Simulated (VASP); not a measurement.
Here is a VASP 6.6.1 calculation.

INCAR

```
PREC = Accurate
ENCUT = 520
EDIFF = 1E-7
ISMEAR = -1
SIGMA = 0.05
LREAL = False
LASPH = True
NELM = 80
ALGO = Fast
ISIF = 2
LWAVE = False
LCHARG = True
GGA = PS
LELF = True
LVHAR = True
NBANDS = 22
```

File KPOINTS:

```
regular mesh
0
Gamma
  7 7 4
```

POSCAR

```
Bi
1.0
    3.2383762460     -0.0323837625      0.0000000000
   -0.0322164332      3.2216433200      0.0000000000
   -0.0804548793      0.0008045488      6.4438887882
Bi
2
Direct
    0.5442472500      0.0000000000      0.7495778900
    0.4557527500      0.0000000000      0.2504221100
```

Potentials or basis: VASP PAW PBE potentials, release 64 (Bi_d).

Command:

```sh
$ cat potpaw_PBE.64/Bi_d/POTCAR > POTCAR
$ mpirun -np 1 vasp_std > vasp.out
```

**Question.** Estimate the largest force.

**Answer.** 0.005 eV/Å.

**Question.** What does it give for the pressure?

**Answer.** -0.6 GPa.

Stress tensor (GPa, compression positive):
```
-0.77 -0.19  0.02
-0.19  0.02  0.02
 0.02  0.02 -0.91
```

Caveat: the PAW data sets were made with another functional, which shifts forces and pressure a little.
